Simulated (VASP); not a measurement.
# TaSi2 (P6_422) in VASP: single point with r2SCAN

Aim: the single point of TaSi2 with r2SCAN.

Everything below comes from runs of VASP 6.6.1. Logs are shortened: lines on timing, memory, paths and dates and some standing lists are left out, and cuts for length are marked.

**1. The cell of the first run**

Symmetry: P6_422, No. 181, hexagonal system. Conventional cell: a = 4.660 Å, b = 4.660 Å, c = 6.555 Å, α = 90.00°, β = 90.00°, γ = 120.00°. Within 3.4 Å of Ta (site symmetry 222) lie 10 Si at 2.58 to 2.76 Å and 4 Ta at 3.19 Å. Within 3.3 Å of Si (site symmetry 2) lie 9 Si at 2.53 to 3.28 Å and 5 Ta at 2.58 to 2.76 Å.

**2. Single point, r2SCAN (strain -0.025 along x and y, +0.000 along z)**

POSCAR

```
TaSi2
1.0
    4.6604683519      0.0000000000      0.0000000000
   -2.3302341760      4.0360839863      0.0000000000
    0.0000000000      0.0000000000      6.5547553952
Ta Si
3 6
Direct
    0.5000000000      0.0000000000      0.0000000000
    0.5000000000      0.5000000000      0.6666666667
    0.0000000000      0.5000000000      0.3333333333
    0.1582725695      0.3165451391      0.0000000000
    0.8417274305      0.1582725695      0.6666666667
    0.6834548609      0.8417274305      0.3333333333
    0.8417274305      0.6834548609      0.0000000000
    0.1582725695      0.8417274305      0.6666666667
    0.3165451391      0.1582725695      0.3333333333
```

INCAR.step1

```
SYSTEM = TaSi2
ALGO = Normal
EDIFF = 1E-5
ENCUT = 550
GGA = PE
GGA_COMPAT = .FALSE.
ISMEAR = 0
LASPH = .TRUE.
LCHARG = .FALSE.
LREAL = .FALSE.
LWAVE = .TRUE.
NBANDS = 38
NELM = 120
PREC = Accurate
SIGMA = 0.15
```

INCAR.step2

```
SYSTEM = TaSi2
ALGO = Normal
EDIFF = 1E-6
ENCUT = 550
GGA_COMPAT = .FALSE.
ISIF = 2
ISMEAR = 0
ISTART = 1
LASPH = .TRUE.
LCHARG = .FALSE.
LMIXTAU = .TRUE.
LREAL = .FALSE.
LWAVE = .FALSE.
METAGGA = R2SCAN
NBANDS = 38
NELM = 120
PREC = Accurate
SIGMA = 0.15
```

KPOINTS

```
k-points
0
G
  12 12 6
  0 0 0
```

Potentials or basis: VASP PAW PBE potentials, release 64 (Ta_pv, Si).

Command:

```bash
> cat potpaw_PBE.64/Ta_pv/POTCAR potpaw_PBE.64/Si/POTCAR > POTCAR
> cp INCAR.step1 INCAR
> mpirun -np 1 vasp_std > vasp.out
> cp INCAR.step2 INCAR
> mpirun -np 1 vasp_std > vasp.out
```

OUTCAR:

```text
SYSTEM = TaSi2
   EDIFF = 1E-6
   ENCUT = 550
   ISIF = 2
   ISMEAR = 0
   ISTART = 1
   LASPH = .TRUE.
   LREAL = .FALSE.
   METAGGA = R2SCAN
   NELM = 120
   PREC = Accurate

 ion  position               nearest neighbor table
   1  0.500  0.000  0.000-   6 2.58   9 2.58   8 2.58   5 2.58   4 2.66   7 2.66   7 2.66   4 2.66
                             4 2.76   7 2.76   3 3.19   3 3.19   2 3.19   2 3.19
   2  0.500  0.500  0.667-   4 2.58   7 2.58   6 2.58   9 2.58   8 2.66   5 2.66   8 2.66   5 2.66
                             8 2.76   5 2.76   1 3.19   1 3.19   3 3.19   3 3.19
   3  0.000  0.500  0.333-   4 2.58   7 2.58   5 2.58   8 2.58   9 2.66   6 2.66   9 2.66   6 2.66
                             6 2.76   9 2.76   1 3.19   1 3.19   2 3.19   2 3.19
   4  0.158  0.317  0.000-   5 2.53   9 2.53   7 2.56   3 2.58   2 2.58   1 2.66   1 2.66   1 2.76
                             7 2.76   7 2.76   6 3.11   8 3.11
   5  0.842  0.158  0.667-   4 2.53   6 2.53   8 2.56   1 2.58   3 2.58   2 2.66   2 2.66   2 2.76
                             8 2.76   8 2.76   7 3.11   9 3.11
   6  0.683  0.842  0.333-   7 2.53   5 2.53   9 2.56   1 2.58   2 2.58   3 2.66   3 2.66   3 2.76
                             9 2.76   9 2.76   4 3.11   8 3.11
   7  0.842  0.683  0.000-   8 2.53   6 2.53   4 2.56   3 2.58   2 2.58   1 2.66   1 2.66   1 2.76
                             4 2.76   4 2.76   9 3.11   5 3.11
   8  0.158  0.842  0.667-   7 2.53   9 2.53   5 2.56   1 2.58   3 2.58   2 2.66   2 2.66   2 2.76
                             5 2.76   5 2.76   4 3.11   6 3.11
   9  0.317  0.158  0.333-   4 2.53   8 2.53   6 2.56   1 2.58   2 2.58   3 2.66   3 2.66   3 2.76
                             6 2.76   6 2.76   7 3.11   5 3.11

  LATTYP: Found a hexagonal cell.
 ALAT       =     4.6604683519
 C/A-ratio  =     1.4064585145

  Lattice vectors:

 A1 = (   4.6604683519,   0.0000000000,   0.0000000000)
 A2 = (  -2.3302341760,   4.0360839863,   0.0000000000)
 A3 = (   0.0000000000,   0.0000000000,   6.5547553952)

Analysis of symmetry for initial positions (statically):
=====================================================================
 Subroutine PRICEL returns:
 Original cell was already a primitive cell.

 Routine SETGRP: Setting up the symmetry group for a
 hexagonal supercell.

 Subroutine GETGRP returns: Found 12 space group operations
 (whereof  4 operations were pure point group operations)
 out of a pool of 24 trial point group operations.

The static configuration has the point symmetry D_2 .
 The point group associated with its full space group is D_6 .

Analysis of symmetry for dynamics (positions and initial velocities):
=====================================================================
 Subroutine PRICEL returns:
 Original cell was already a primitive cell.

 Routine SETGRP: Setting up the symmetry group for a
 hexagonal supercell.

 Subroutine GETGRP returns: Found 12 space group operations
 (whereof  4 operations were pure point group operations)
 out of a pool of 24 trial point group operations.

The dynamic configuration has the point symmetry D_2 .
 The point group associated with its full space group is D_6 .

 Subroutine INISYM returns: Found 12 space group operations
 (whereof  4 operations are pure point group operations),
 and found     1 'primitive' translations

----------------------------------------------------------------------------------------

                                     Primitive cell

  volume of cell :     123.2952

  direct lattice vectors                    reciprocal lattice vectors
     4.660468352  0.000000000  0.000000000     0.214570709  0.123882457  0.000000000
    -2.330234176  4.036083986  0.000000000     0.000000000  0.247764914  0.000000000
     0.000000000  0.000000000  6.554755395     0.000000000  0.000000000  0.152560994

  length of vectors
     4.660468352  4.660468352  6.554755395     0.247764914  0.247764914  0.152560994

  position of ions in fractional coordinates (direct lattice)
     0.500000000  0.000000000  0.000000000
     0.500000000  0.500000000  0.666666667
     0.000000000  0.500000000  0.333333333
     0.158272569  0.316545139  0.000000000
     0.841727431  0.158272569  0.666666667
     0.683454861  0.841727431  0.333333333
     0.841727431  0.683454861  0.000000000
     0.158272569  0.841727431  0.666666667
     0.316545139  0.158272569  0.333333333

  ion indices of the primitive-cell ions
   primitive index   ion index
                 1           1
                 2           2
                 3           3
                 4           4
                 5           5
                 6           6
                 7           7
                 8           8
                 9           9

----------------------------------------------------------------------------------------

 KPOINTS: k-points

Automatic generation of k-mesh.
 Grid dimensions read from file:
 generate k-points for:   12   12    6

 Generating k-lattice:

  Cartesian coordinates                     Fractional coordinates (reciprocal lattice)
     0.017880892  0.010323538  0.000000000     0.083333333  0.000000000  0.000000000
     0.000000000  0.020647076  0.000000000     0.000000000  0.083333333  0.000000000
     0.000000000  0.000000000  0.025426832     0.000000000  0.000000000  0.166666667

  Length of vectors
     0.020647076  0.020647076  0.025426832

  Shift w.r.t. Gamma in fractional coordinates (k-lattice)
     0.000000000  0.000000000  0.000000000

 Subroutine IBZKPT returns following result:
 ===========================================

 Found     76 irreducible k-points:

 Following reciprocal coordinates:
            Coordinates               Weight
  0.000000  0.000000  0.000000      1.000000
  0.083333  0.000000  0.000000      6.000000
  0.166667 -0.000000  0.000000      6.000000
  0.250000  0.000000  0.000000      6.000000
  0.333333  0.000000  0.000000      6.000000
  0.416667  0.000000  0.000000      6.000000
[... 16 lines left out ...]
  0.250000  0.000000  0.166667     12.000000
  0.333333  0.000000  0.166667     12.000000
 [... further k-points ...]
   k-points           NKPTS =     76   k-points in BZ     NKDIM =     76   number of bands    NBANDS=     38
   number of dos      NEDOS =    301   number of ions     NIONS =      9
   total plane-waves  NPLWV =  64800
   dimension x,y,z NGX =    36 NGY =   36 NGZ =   50
   dimension x,y,z NGXF=    72 NGYF=   72 NGZF=  100
   ions per type =               3   6
   NGX,Y,Z   is equivalent  to a cutoff of  12.84, 12.84, 12.68 a.u.
   NGXF,Y,Z  is equivalent  to a cutoff of  25.68, 25.68, 25.36 a.u.
 SYSTEM =  TaSi2
   PREC   = accura    normal or accurate (medium, high low for compatibility)
   ISTART =      1    job   : 0-new  1-cont  2-samecut
   ICHARG =      0    charge: 1-file 2-atom 10-const
   ISPIN  =      1    spin polarized calculation?
   LNONCOLLINEAR =      F non collinear calculations
   LSORBIT =      F    spin-orbit coupling
   LASPH  =      T    aspherical Exc in radial PAW
   ENCUT  =  550.0 eV  40.42 Ry    6.36 a.u.   8.91  8.91 12.53*2*pi/ulx,y,z
   NELM   =    120;   NELMIN=  2; NELMDL=  0     # of ELM steps
   EDIFF  = 0.1E-05   stopping-criterion for ELM
   LREAL  =      F    real-space projection
[... 7 lines left out ...]
   TEBEG  =    0.0;   TEEND  =   0.0 temperature during run
   PSTRESS=    0.0 pullay stress
   NELECT =      57.0000    total number of electrons
   NUPDOWN=      -1.0000    fix difference up-down
   EMIN   =  10.00;   EMAX   =-10.00  energy-range for DOS
   EFERMI =   0.00;   METHOD = LEGACY
   ISMEAR =     0;   SIGMA  =   0.15  broadening in eV -4-tet -1-fermi 0-gaus
   EFERMI_NEDOS =   21; number of points for ismear=-14 and -15
   IALGO  =     38    algorithm
   IMIX   =      4    mixing-type and parameters
     AMIX     =   0.40;   BMIX     =  1.00
     AMIX_MAG =   1.60;   BMIX_MAG =  1.00
  volume/ion in A,a.u.               =      13.70        92.45
  Fermi-wavevector in a.u.,A,eV,Ry     =   1.265856  2.392121 21.801865  1.602392
  Thomas-Fermi vector in A             =   2.399087
   LORBIT       =      0    0 simple, 1 ext, 2 COOP (PROOUT), +10 PAW based schemes
   METAGGA = R2SCAN    functional components
   LHFCALC =     F    Hartree Fock is set to
   AEXX    =    0.0000 exact exchange contribution
   IVDW    =     0    specifies the selected vdW correction
   LEPSILON=     F    determine dielectric tensor
   LRPA    =     F    only Hartree local field effects (RPA)
 non-spin polarized calculation
 Gauss-broadening in eV      SIGMA  =   0.15
  energy-cutoff  :      550.00
  volume of cell :      123.30
 maximum number of plane-waves:      3645
 NGX is ok and might be reduce to    36
   NGX = 17   NGY = 17   NGZ = 25

 number of electron      56.9999999 magnetization

 Free energy of the ion-electron system (eV)
  ---------------------------------------------------
  ext. energy  EPLUGINS =         0.00000000
  ---------------------------------------------------
  free energy    TOTEN  =      -202.17372355 eV

  energy without entropy =     -202.13543005  energy(sigma->0) =     -202.15457680

 E-fermi :   9.9771     XC(G=0): -13.2693

 val. band max:        9.9766932603   @ k =   0.4167   0.1667   0.3333
 cond. band min:       9.9902695466   @ k =   0.3333   0.2500   0.0000
 fundamental gap:      0.0135762863
 Fermi energy:         9.9771406376

 k-point     1 :       0.0000    0.0000    0.0000
  band No.  band energies     occupation
      1     -25.5040      2.00000
      2     -25.5040      2.00000
      3     -25.4803      2.00000
      4     -25.4121      2.00000
      5     -25.4121      2.00000
      6     -25.2906      2.00000
[... 30 lines left out ...]
     37      14.4600      0.00000
     38      14.4910      0.00000
[... 941 lines left out ...]
     37      14.5507      0.00000
     38      14.8978      0.00000

 [... further k-points ...]

------------------------ aborting loop because EDIFF is reached ----------------------------------------

  FORCE on cell =-STRESS in cart. coord.  units (eV):
  Direction    XX          YY          ZZ          XY          YZ          ZX
  --------------------------------------------------------------------------------------
  -------------------------------------------------------------------------------------
  Total       10.3576766     10.3576766      4.4342268     -0.0000000      0.0000000      0.0000000
  in kB      134.5943045    134.5943045     57.6211914     -0.0000000      0.0000000      0.0000000
  external PRESSURE =     108.9366001 kB  Pullay stress =       0.0000000 kB

 VOLUME and BASIS-vectors are now :
 -----------------------------------------------------------------------------
  energy-cutoff  :      550.00
  volume of cell :      123.30
      direct lattice vectors                 reciprocal lattice vectors
     4.660468352  0.000000000  0.000000000     0.214570709  0.123882457  0.000000000
    -2.330234176  4.036083986  0.000000000     0.000000000  0.247764914  0.000000000
     0.000000000  0.000000000  6.554755395     0.000000000  0.000000000  0.152560994

 POSITION                                       TOTAL-FORCE (eV/Angst)
 -----------------------------------------------------------------------------------
      2.33023      0.00000      0.00000         0.000000     -0.000000      0.000000
      1.16512      2.01804      4.36984         0.000000     -0.000000      0.000000
     -1.16512      2.01804      2.18492         0.000000     -0.000000      0.000000
     -0.00000      1.27760      0.00000        -0.000000      0.124004      0.000000
      3.55403      0.63880      4.36984        -0.107391      0.062002     -0.000000
      1.22380      3.39728      2.18492        -0.107391     -0.062002     -0.000000
      2.33023      2.75848      0.00000         0.000000     -0.124004      0.000000
     -1.22380      3.39728      4.36984         0.107391     -0.062002      0.000000
      1.10644      0.63880      2.18492         0.107391      0.062002     -0.000000
 -----------------------------------------------------------------------------------
    total drift:                                0.000000     -0.000000      0.000000

  FREE ENERGIE OF THE ION-ELECTRON SYSTEM (eV)
  ---------------------------------------------------
  free  energy   TOTEN  =      -202.1737235522 eV

  energy  without entropy=     -202.1354300513  energy(sigma->0) =     -202.15457680
```

It took 45 min on 1 thread of Oxide Virtual Turin-like, shared host; peak memory 0.44 GiB.

What came out:

* Free energy: -202.1737 eV
* Pressure: 10.9 GPa
* Largest force: 0.124 eV/Å
* Band gap on the k mesh: zero (an odd number of electrons rules out a gap without spin polarisation)

Forces on the atoms (eV/Å):
```
Ta   0.000  0.000  0.000
Ta   0.000  0.000  0.000
Ta   0.000  0.000  0.000
Si   0.000  0.124  0.000
Si  -0.107  0.062  0.000
Si  -0.107 -0.062  0.000
Si   0.000 -0.124  0.000
Si   0.107 -0.062  0.000
Si   0.107  0.062  0.000
```

Caveat: the cell differs from its parent crystal (strain -0.025 along x and y, +0.000 along z); the stress differs along the axes, from 6 to 13 GPa; the PAW data sets were made with another functional, which shifts forces and pressure a little; spin-orbit coupling is left out, which moves the levels of the heavy elements; an odd number of electrons without spin polarisation forces a metal; a magnetic or distorted state may lie lower.
